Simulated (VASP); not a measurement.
Crystal: Os.

```
CELL_PARAMETERS angstrom
-1.51445 1.51445 1.51445
1.51445 -1.51445 1.51445
1.51445 1.51445 -1.51445
ATOMIC_POSITIONS crystal
Os 0.00000 0.00000 0.00000
```

| Item | Value |
| --- | --- |
| Program | VASP 6.6.1 |
| Task | relaxation of cell and atoms |
| Functional | PBEsol |
| Potentials or basis | VASP PAW PBE potentials, release 64 (Os) |
| Cutoff | 600 eV |
| k mesh | 19 × 19 × 19 |
| Occupations | fermi-dirac, width 0.05 eV |
| Spin | no spin polarisation |

At the start: pressure 14.8 GPa; volume 13.89 Å³/atom.

Question: How do energy, volume and symmetry change on relaxing?

Answer: Over 4 steps the energy falls by 21.7 meV/atom and the volume is 14.38 Å³/atom (+3.5 %); space group Im-3m (No. 229, to 0.05 Å).

Step by step:
```csv
step,energy change (eV),largest force (eV/Å),pressure (GPa),volume (Å³)
1,0.0000,0.0000,14.76,13.89
2,0.3019,0.0000,-39.91,16.63
3,-0.0216,0.0000,-0.95,14.42
4,-0.0217,0.0000,-0.05,14.38
```

Final structure:
```
Os
1.0
    -1.53205    1.53205    1.53205
     1.53205   -1.53205    1.53205
     1.53205    1.53205   -1.53205
Os
1
Direct
  0.00000 0.00000 0.00000
```

Caveat: the PAW data sets were made with another functional, which shifts forces and pressure a little.
